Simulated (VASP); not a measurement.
Input of a VASP 6.6.1 run:

INCAR

```
PREC = Accurate
ENCUT = 600
EDIFF = 1E-6
ISMEAR = -1
SIGMA = 0.04
LREAL = F
LASPH = T
NELM = 120
ALGO = Normal
ISIF = 2
LWAVE = F
LCHARG = F
GGA = PE
NBANDS = 15
GGA_COMPAT = F
```

The input KPOINTS:

```
regular mesh
0
Gamma
  7 7 4
```

POSCAR

```
Os
1.0
    2.7341000000      0.0000000000      0.0000000000
   -1.3670500000      2.3678000565      0.0000000000
    0.0000000000      0.0000000000      4.3197000000
Os
2
Direct
    0.6666666667      0.3333333333      0.7500000000
    0.3333333333      0.6666666667      0.2500000000
```

Potentials or basis: VASP PAW PBE potentials, release 64 (Os).

Run with:

```console
$ cat potpaw_PBE.64/Os/POTCAR > POTCAR
$ mpirun -np 1 vasp_std > vasp.out
```

Question: Estimate the pressure.

Answer: 9.6 GPa.

Question: Estimate the band gap on the k mesh.

Answer: Zero (band 8 reaches 11.26 eV, above the bottom of band 9 at 7.89 eV).

Stress tensor (GPa, compression positive):
```
12.39  0.00  0.00
 0.00 12.39  0.00
 0.00  0.00  3.88
```

Caveat: the k points lie up to 0.38 Å⁻¹ apart; spin-orbit coupling is left out, which moves the levels of the heavy elements.
